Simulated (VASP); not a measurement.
# C (P6_3/mmc) in VASP: notebook

Runs on C. Level: r2SCAN. Tasks: relaxation of shape and atoms at fixed volume.

Program: VASP 6.6.1. These are calculated values, not measurements. Logs are shortened: lines on timing, memory, paths and dates and some standing lists are left out, and cuts for length are marked.

### 1 The cell of the first run

The structure is hexagonal, space group P6_3/mmc (No. 194). The conventional cell has a = 2.562 Å, b = 2.562 Å, c = 12.634 Å, α = 90.00°, β = 90.00°, γ = 120.00°. Within 2.1 Å of C (site symmetry 3m) lie 4 C at 1.57 to 1.60 Å. Within 2.1 Å of C (site symmetry 3m) lie 4 C at 1.57 Å. Within 2.1 Å of C (site symmetry 3m) lie 4 C at 1.57 Å.

### 2 Relaxation of shape and atoms at fixed volume, r2SCAN (5.98 Å³/atom)

POSCAR reads:

```
C
1.0
    2.5617308429      0.0000000000      0.0000000000
   -1.2808654215      2.2185239876      0.0000000000
    0.0000000000      0.0000000000     12.6341218489
C
12
Direct
    0.0000000000      0.0000000000      0.1868010341
    0.0000000000      0.0000000000      0.6868010341
    0.0000000000      0.0000000000      0.3131989659
    0.0000000000      0.0000000000      0.8131989659
    0.3333333333      0.6666666667      0.5207568266
    0.6666666667      0.3333333333      0.0207568266
    0.3333333333      0.6666666667      0.9792431734
    0.6666666667      0.3333333333      0.4792431734
    0.3333333333      0.6666666667      0.6450589408
    0.6666666667      0.3333333333      0.1450589408
    0.3333333333      0.6666666667      0.8549410592
    0.6666666667      0.3333333333      0.3549410592
```

INCAR.step1 reads:

```
PREC = Accurate
ENCUT = 600
ISMEAR = 0
SIGMA = 0.02
LREAL = F
LASPH = T
NELM = 100
GGA = PE
ALGO = Normal
EDIFF = 1E-4
LWAVE = T
LCHARG = F
```

INCAR.step2 reads:

```
PREC = Accurate
ENCUT = 600
EDIFF = 1E-6
ISMEAR = 0
SIGMA = 0.02
LREAL = F
LASPH = T
NELM = 100
ALGO = Normal
ISIF = 4
LWAVE = F
LCHARG = F
METAGGA = R2SCAN
LMIXTAU = T
IBRION = 2
NSW = 50
EDIFFG = -0.01
ISTART = 1
```

KPOINTS reads:

```
Automatic mesh
0
Gamma
  12 12 2
```

Potentials or basis: VASP PAW PBE potentials, release 64 (C).

Launch:

```bash
cat potpaw_PBE.64/C/POTCAR > POTCAR
cp INCAR.step1 INCAR
mpirun -np 1 vasp_std > vasp.out
cp INCAR.step2 INCAR
mpirun -np 1 vasp_std > vasp.out
```

OUTCAR:

```text
PREC = Accurate
   ENCUT = 600
   EDIFF = 1E-6
   ISMEAR = 0
   LREAL = F
   LASPH = T
   NELM = 100
   ISIF = 4
   METAGGA = R2SCAN
   IBRION = 2
   NSW = 50
   EDIFFG = -0.01
   ISTART = 1

 ion  position               nearest neighbor table
   1  0.000  0.000  0.187-  10 1.57  10 1.57  10 1.57   3 1.60
   2  0.000  0.000  0.687-   9 1.57   9 1.57   9 1.57   4 1.60
   3  0.000  0.000  0.313-  12 1.57  12 1.57  12 1.57   1 1.60
   4  0.000  0.000  0.813-  11 1.57  11 1.57  11 1.57   2 1.60
   5  0.333  0.667  0.521-   8 1.57   8 1.57   8 1.57   9 1.57
   6  0.667  0.333  0.021-   7 1.57   7 1.57   7 1.57  10 1.57
   7  0.333  0.667  0.979-   6 1.57   6 1.57   6 1.57  11 1.57
   8  0.667  0.333  0.479-   5 1.57   5 1.57   5 1.57  12 1.57
   9  0.333  0.667  0.645-   2 1.57   2 1.57   2 1.57   5 1.57
  10  0.667  0.333  0.145-   1 1.57   1 1.57   1 1.57   6 1.57
  11  0.333  0.667  0.855-   4 1.57   4 1.57   4 1.57   7 1.57
  12  0.667  0.333  0.355-   3 1.57   3 1.57   3 1.57   8 1.57

  LATTYP: Found a hexagonal cell.
 ALAT       =     2.5617308429
 C/A-ratio  =     4.9318693585

  Lattice vectors:

 A1 = (   2.5617308429,   0.0000000000,   0.0000000000)
 A2 = (  -1.2808654215,   2.2185239876,   0.0000000000)
 A3 = (   0.0000000000,   0.0000000000,  12.6341218489)

Analysis of symmetry for initial positions (statically):
=====================================================================
 Subroutine PRICEL returns:
 Original cell was already a primitive cell.

 Routine SETGRP: Setting up the symmetry group for a
 hexagonal supercell.

 Subroutine GETGRP returns: Found 24 space group operations
 (whereof 12 operations were pure point group operations)
 out of a pool of 24 trial point group operations.

The static configuration has the point symmetry D_3d.
 The point group associated with its full space group is D_6h.

Analysis of symmetry for dynamics (positions and initial velocities):
=====================================================================
 Subroutine PRICEL returns:
 Original cell was already a primitive cell.

 Routine SETGRP: Setting up the symmetry group for a
 hexagonal supercell.

 Subroutine GETGRP returns: Found 24 space group operations
 (whereof 12 operations were pure point group operations)
 out of a pool of 24 trial point group operations.

The dynamic configuration has the point symmetry D_3d.
 The point group associated with its full space group is D_6h.

 Subroutine INISYM returns: Found 24 space group operations
[... 118 lines left out ...]
   LREAL  =      F    real-space projection
   EDIFFG = -.1E-01   stopping-criterion for IOM
   NSW    =     50    number of steps for IOM
   IBRION =      2    ionic relax: 0-MD 1-quasi-New 2-CG
   NFREE  =      1    steps in history (QN), initial steepest desc. (CG)
   ISIF   =      4    stress and relaxation
   ISYM   =      2    0-nonsym 1-usesym 2-fastsym
   POTIM  = 0.5000    time-step for ionic-motion
   TEBEG  =    0.0;   TEEND  =   0.0 temperature during run
   PSTRESS=    0.0 pullay stress
   NELECT =      48.0000    total number of electrons
   NUPDOWN=      -1.0000    fix difference up-down
   EMIN   =  10.00;   EMAX   =-10.00  energy-range for DOS
   EFERMI =   0.00;   METHOD = LEGACY
   ISMEAR =     0;   SIGMA  =   0.02  broadening in eV -4-tet -1-fermi 0-gaus
   EFERMI_NEDOS =   21; number of points for ismear=-14 and -15
   IALGO  =     38    algorithm
   IMIX   =      4    mixing-type and parameters
     AMIX     =   0.40;   BMIX     =  1.00
     AMIX_MAG =   1.60;   BMIX_MAG =  1.00
  volume/ion in A,a.u.               =       5.98        40.38
  Fermi-wavevector in a.u.,A,eV,Ry     =   1.431444  2.705037 27.878770  2.049032
  Thomas-Fermi vector in A             =   2.551180
   LORBIT       =      0    0 simple, 1 ext, 2 COOP (PROOUT), +10 PAW based schemes
   METAGGA = R2SCAN    functional components
   LHFCALC =     F    Hartree Fock is set to
   AEXX    =    0.0000 exact exchange contribution
   IVDW    =     0    specifies the selected vdW correction
   LEPSILON=     F    determine dielectric tensor
   LRPA    =     F    only Hartree local field effects (RPA)
 conjugate gradient relaxation of ions
 non-spin polarized calculation
 Gauss-broadening in eV      SIGMA  =   0.02
  energy-cutoff  :      600.00
  volume of cell :       71.80
 maximum number of plane-waves:      2415
   NGX = 11   NGY = 11   NGZ = 51

--------------------------------------- Ionic step        1  -------------------------------------------

 number of electron      48.0000001 magnetization

 Free energy of the ion-electron system (eV)
  ---------------------------------------------------
  ext. energy  EPLUGINS =         0.00000000
  ---------------------------------------------------
  free energy    TOTEN  =      -117.61509459 eV

  energy without entropy =     -117.61509459  energy(sigma->0) =     -117.61509459

------------------------ aborting loop because EDIFF is reached ----------------------------------------

  FORCE on cell =-STRESS in cart. coord.  units (eV):
  Direction    XX          YY          ZZ          XY          YZ          ZX
  --------------------------------------------------------------------------------------
  -------------------------------------------------------------------------------------
  Total      -10.4842625    -10.4842625    -10.4797554      0.0000000      0.0000000     -0.0000000
  in kB     -233.9406981   -233.9406981   -233.8401295      0.0000000      0.0000000     -0.0000000
  external PRESSURE =    -233.9071752 kB  Pullay stress =       0.0000000 kB
[... 79 lines left out ...]
--------------------------------------- Ionic step        3  -------------------------------------------

 number of electron      48.0000001 magnetization

 Free energy of the ion-electron system (eV)
  ---------------------------------------------------
  ext. energy  EPLUGINS =         0.00000000
  ---------------------------------------------------
  free energy    TOTEN  =      -117.61510900 eV

  energy without entropy =     -117.61510900  energy(sigma->0) =     -117.61510900

 E-fermi :   9.1801     XC(G=0): -13.9645

 val. band max:        9.0277713636   @ k =   0.0000   0.0000   0.0000
 cond. band min:      13.5337640742   @ k =   0.3333   0.0000   0.0000
 fundamental gap:      4.5059927107
 Fermi energy:         9.1800530596

 k-point     1 :       0.0000    0.0000    0.0000
  band No.  band energies     occupation
      1     -13.0292      2.00000
      2     -12.3069      2.00000
      3     -12.2200      2.00000
      4     -10.0683      2.00000
      5      -9.9971      2.00000
      6      -7.4611      2.00000
[... 805 lines left out ...]
     30      16.7508      0.00000
     31      17.2251      0.00000

 [... further k-points ...]
[... 5 lines left out ...]
  --------------------------------------------------------------------------------------
  -------------------------------------------------------------------------------------
  Total      -10.4827764    -10.4827764    -10.4783697      0.0000000     -0.0000000      0.0000000
  in kB     -233.9075382   -233.9075382   -233.8092087      0.0000000     -0.0000000      0.0000000
  external PRESSURE =    -233.8747617 kB  Pullay stress =       0.0000000 kB
[... 27 lines left out ...]
  FREE ENERGIE OF THE ION-ELECTRON SYSTEM (eV)
  ---------------------------------------------------
  free  energy   TOTEN  =      -117.6151090044 eV

  energy  without entropy=     -117.6151090044  energy(sigma->0) =     -117.61510900

 reached required accuracy - stopping structural energy minimisation
```

OSZICAR.step1:

```text
N       E                     dE             d eps       ncg     rms          rms(c)
DAV:   1     0.160543422801E+03    0.16054E+03   -0.28201E+04  2356   0.169E+03
DAV:   2    -0.102124766618E+03   -0.26267E+03   -0.24973E+03  3141   0.289E+02
DAV:   3    -0.111932170777E+03   -0.98074E+01   -0.97418E+01  2912   0.547E+01
DAV:   4    -0.112101771922E+03   -0.16960E+00   -0.16889E+00  2960   0.736E+00
DAV:   5    -0.112106829301E+03   -0.50574E-02   -0.50536E-02  2899   0.116E+00    0.126E+01
DAV:   6    -0.109678676452E+03    0.24282E+01   -0.17180E+00  2881   0.685E+00    0.752E+00
DAV:   7    -0.108866390151E+03    0.81229E+00   -0.21828E+00  2734   0.790E+00    0.150E+00
DAV:   8    -0.108869238525E+03   -0.28484E-02   -0.57961E-02  2890   0.131E+00    0.966E-02
DAV:   9    -0.108869544034E+03   -0.30551E-03   -0.14859E-03  3085   0.236E-01    0.357E-02
DAV:  10    -0.108869606109E+03   -0.62076E-04   -0.72783E-05  1948   0.561E-02
   1 F= -.10886961E+03 E0= -.10886961E+03  d E =-.845238E-31
```

It took 12 min on 1 thread of Intel Xeon Platinum 8259CL at 2.50GHz (Skylake/Cascade Lake), shared host; peak memory 0.24 GiB.

Results:

```yaml
Free_energy: -117.6151 eV
Energy_gained_by_relaxing: 0.0 meV/atom
Ionic_steps: 3
Pressure_after_relaxing: -23.4 GPa
Largest_force_after_relaxing: 0.004 eV/Å
Band_gap_on_the_k_mesh: 4.51 eV (least direct gap 5.51 eV)
```

Forces on the atoms (eV/Å):
```
C    0.000  0.000 -0.002
C    0.000  0.000 -0.002
C    0.000  0.000  0.002
C    0.000  0.000  0.002
C    0.000  0.000 -0.001
C    0.000  0.000 -0.001
C    0.000  0.000  0.001
C    0.000  0.000  0.001
C    0.000  0.000 -0.004
C    0.000  0.000 -0.004
C    0.000  0.000  0.004
C    0.000  0.000  0.004
```

Final structure:
```
C
1.0
     2.56173    0.00000    0.00000
    -1.28086    2.21852    0.00000
     0.00000    0.00000   12.63417
C
12
Cartesian
  0.0000 0.0000 2.3598
  0.0000 0.0000 8.6769
  0.0000 0.0000 3.9573
  0.0000 0.0000 10.2744
  0.0000 1.4790 6.5793
  1.2809 0.7395 0.2622
  0.0000 1.4790 12.3720
  1.2809 0.7395 6.0549
  0.0000 1.4790 8.1499
  1.2809 0.7395 1.8328
  0.0000 1.4790 10.8013
  1.2809 0.7395 4.4843
```

Caveat: the PAW data sets were made with another functional, which shifts forces and pressure a little.

### 3 Relaxation of shape and atoms at fixed volume, r2SCAN (6.21 Å³/atom)

This run uses another cell than the first one, of 6.21 Å³/atom.

POSCAR reads:

```
C
1.0
    2.5935458122      0.0000000000      0.0000000000
   -1.2967729061      2.2460765592      0.0000000000
    0.0000000000      0.0000000000     12.7911922927
C
12
Direct
    0.0000000000      0.0000000000      0.1867606245
    0.0000000000      0.0000000000      0.6867606245
    0.0000000000      0.0000000000      0.3132393755
    0.0000000000      0.0000000000      0.8132393755
    0.3333333333      0.6666666667      0.5207505384
    0.6666666667      0.3333333333      0.0207505384
    0.3333333333      0.6666666667      0.9792494616
    0.6666666667      0.3333333333      0.4792494616
    0.3333333333      0.6666666667      0.6450560930
    0.6666666667      0.3333333333      0.1450560930
    0.3333333333      0.6666666667      0.8549439070
    0.6666666667      0.3333333333      0.3549439070
```

INCAR.step1 reads:

```
SYSTEM = C
PREC = Accurate
ENCUT = 600
ISMEAR = 0
SIGMA = 0.02
LREAL = .FALSE.
LASPH = .TRUE.
NELM = 100
GGA = PE
ALGO = Normal
EDIFF = 1E-4
LWAVE = .TRUE.
LCHARG = .FALSE.
```

INCAR.step2 reads:

```
SYSTEM = C
PREC = Accurate
ENCUT = 600
EDIFF = 1E-6
ISMEAR = 0
SIGMA = 0.02
LREAL = .FALSE.
LASPH = .TRUE.
NELM = 100
ALGO = Normal
ISIF = 4
LWAVE = .FALSE.
LCHARG = .FALSE.
METAGGA = R2SCAN
LMIXTAU = .TRUE.
IBRION = 2
NSW = 50
EDIFFG = -0.01
ISTART = 1
```

KPOINTS reads:

```
regular mesh
0
G
  12 12 2
  0 0 0
```

Potentials or basis: VASP PAW PBE potentials, release 64 (C).

Launch:

```bash
cat potpaw_PBE.64/C/POTCAR > POTCAR
cp INCAR.step1 INCAR
mpirun -np 1 vasp_std > vasp.out
cp INCAR.step2 INCAR
mpirun -np 1 vasp_std > vasp.out
```

OUTCAR:

```text
SYSTEM = C
   PREC = Accurate
   ENCUT = 600
   EDIFF = 1E-6
   ISMEAR = 0
   LREAL = .FALSE.
   LASPH = .TRUE.
   NELM = 100
   ISIF = 4
   METAGGA = R2SCAN
   IBRION = 2
   NSW = 50
   EDIFFG = -0.01
   ISTART = 1

 ion  position               nearest neighbor table
   1  0.000  0.000  0.187-  10 1.59  10 1.59  10 1.59   3 1.62
   2  0.000  0.000  0.687-   9 1.59   9 1.59   9 1.59   4 1.62
   3  0.000  0.000  0.313-  12 1.59  12 1.59  12 1.59   1 1.62
   4  0.000  0.000  0.813-  11 1.59  11 1.59  11 1.59   2 1.62
   5  0.333  0.667  0.521-   8 1.59   8 1.59   8 1.59   9 1.59
   6  0.667  0.333  0.021-   7 1.59   7 1.59   7 1.59  10 1.59
   7  0.333  0.667  0.979-   6 1.59   6 1.59   6 1.59  11 1.59
   8  0.667  0.333  0.479-   5 1.59   5 1.59   5 1.59  12 1.59
   9  0.333  0.667  0.645-   2 1.59   2 1.59   2 1.59   5 1.59
  10  0.667  0.333  0.145-   1 1.59   1 1.59   1 1.59   6 1.59
  11  0.333  0.667  0.855-   4 1.59   4 1.59   4 1.59   7 1.59
  12  0.667  0.333  0.355-   3 1.59   3 1.59   3 1.59   8 1.59

  LATTYP: Found a hexagonal cell.
 ALAT       =     2.5935458122
 C/A-ratio  =     4.9319322730

  Lattice vectors:

 A1 = (   2.5935458122,   0.0000000000,   0.0000000000)
 A2 = (  -1.2967729061,   2.2460765592,   0.0000000000)
 A3 = (   0.0000000000,   0.0000000000,  12.7911922927)

Analysis of symmetry for initial positions (statically):
=====================================================================
 Subroutine PRICEL returns:
 Original cell was already a primitive cell.

 Routine SETGRP: Setting up the symmetry group for a
 hexagonal supercell.

 Subroutine GETGRP returns: Found 24 space group operations
 (whereof 12 operations were pure point group operations)
 out of a pool of 24 trial point group operations.

The static configuration has the point symmetry D_3d.
 The point group associated with its full space group is D_6h.

Analysis of symmetry for dynamics (positions and initial velocities):
[... 154 lines left out ...]
  Fermi-wavevector in a.u.,A,eV,Ry     =   1.413878  2.671843 27.198757  1.999052
  Thomas-Fermi vector in A             =   2.535479
   LORBIT       =      0    0 simple, 1 ext, 2 COOP (PROOUT), +10 PAW based schemes
   METAGGA = R2SCAN    functional components
   LHFCALC =     F    Hartree Fock is set to
   AEXX    =    0.0000 exact exchange contribution
   IVDW    =     0    specifies the selected vdW correction
   LEPSILON=     F    determine dielectric tensor
   LRPA    =     F    only Hartree local field effects (RPA)
 conjugate gradient relaxation of ions
 non-spin polarized calculation
 Gauss-broadening in eV      SIGMA  =   0.02
  energy-cutoff  :      600.00
  volume of cell :       74.51
 maximum number of plane-waves:      2509
 NGX is ok and might be reduce to    24
   NGX = 11   NGY = 11   NGZ = 51

--------------------------------------- Ionic step        1  -------------------------------------------

 number of electron      48.0000000 magnetization

 Free energy of the ion-electron system (eV)
  ---------------------------------------------------
  ext. energy  EPLUGINS =         0.00000000
  ---------------------------------------------------
  free energy    TOTEN  =      -117.12137419 eV

  energy without entropy =     -117.12137419  energy(sigma->0) =     -117.12137419

------------------------ aborting loop because EDIFF is reached ----------------------------------------

  FORCE on cell =-STRESS in cart. coord.  units (eV):
  Direction    XX          YY          ZZ          XY          YZ          ZX
  --------------------------------------------------------------------------------------
  -------------------------------------------------------------------------------------
  Total      -16.6739911    -16.6739911    -16.6761370      0.0000000      0.0000000      0.0000000
  in kB     -358.5259866   -358.5259866   -358.5721299      0.0000000      0.0000000      0.0000000
  external PRESSURE =    -358.5413677 kB  Pullay stress =       0.0000000 kB
[... 79 lines left out ...]
--------------------------------------- Ionic step        3  -------------------------------------------

 number of electron      48.0000000 magnetization

 Free energy of the ion-electron system (eV)
  ---------------------------------------------------
  ext. energy  EPLUGINS =         0.00000000
  ---------------------------------------------------
  free energy    TOTEN  =      -117.12139815 eV

  energy without entropy =     -117.12139815  energy(sigma->0) =     -117.12139815

 E-fermi :   8.5911     XC(G=0): -13.7652

 val. band max:        8.5087445005   @ k =   0.0000   0.0000   0.0000
 cond. band min:      12.9162147238   @ k =   0.3333  -0.0000   0.0000
 fundamental gap:      4.4074702232
 Fermi energy:         8.5910749305

 k-point     1 :       0.0000    0.0000    0.0000
  band No.  band energies     occupation
      1     -13.0520      2.00000
      2     -12.3505      2.00000
      3     -12.2615      2.00000
      4     -10.1758      2.00000
      5     -10.1014      2.00000
      6      -7.6865      2.00000
[... 805 lines left out ...]
     30      16.0112      0.00000
     31      16.5236      0.00000

 [... further k-points ...]
[... 5 lines left out ...]
  --------------------------------------------------------------------------------------
  -------------------------------------------------------------------------------------
  Total      -16.6760633    -16.6760633    -16.6681786      0.0000000      0.0000000      0.0000000
  in kB     -358.5705436   -358.5705435   -358.4010058      0.0000000      0.0000000      0.0000000
  external PRESSURE =    -358.5140310 kB  Pullay stress =       0.0000000 kB
[... 27 lines left out ...]
  FREE ENERGIE OF THE ION-ELECTRON SYSTEM (eV)
  ---------------------------------------------------
  free  energy   TOTEN  =      -117.1213981493 eV

  energy  without entropy=     -117.1213981493  energy(sigma->0) =     -117.12139815

 reached required accuracy - stopping structural energy minimisation
```

Wall time 15 min (1 thread of Intel Xeon Platinum 8259CL at 2.50GHz (Skylake/Cascade Lake), shared host); peak memory 0.27 GiB.

Results:

* Free energy: -117.1214 eV
* Energy gained by relaxing: 0.0 meV/atom
* Ionic steps: 3
* Pressure after relaxing: -35.9 GPa
* Largest force after relaxing: 0.005 eV/Å
* Band gap on the k mesh: 4.41 eV (least direct gap 5.42 eV)

Forces on the atoms (eV/Å):
```
C    0.000  0.000 -0.005
C    0.000  0.000 -0.005
C    0.000  0.000  0.005
C    0.000  0.000  0.005
C    0.000  0.000 -0.001
C    0.000  0.000 -0.001
C    0.000  0.000  0.001
C    0.000  0.000  0.001
C    0.000  0.000 -0.005
C    0.000  0.000 -0.005
C    0.000  0.000  0.005
C    0.000  0.000  0.005
```

Final structure:
```
C
1.0
     2.59355    0.00000    0.00000
    -1.29677    2.24608    0.00000
     0.00000    0.00000   12.79117
C
12
Cartesian
  0.0000 0.0000 2.3885
  0.0000 0.0000 8.7841
  0.0000 0.0000 4.0071
  0.0000 0.0000 10.4027
  0.0000 1.4974 6.6610
  1.2968 0.7487 0.2654
  0.0000 1.4974 12.5258
  1.2968 0.7487 6.1302
  0.0000 1.4974 8.2512
  1.2968 0.7487 1.8556
  0.0000 1.4974 10.9356
  1.2968 0.7487 4.5400
```

Caveat: the PAW data sets were made with another functional, which shifts forces and pressure a little.
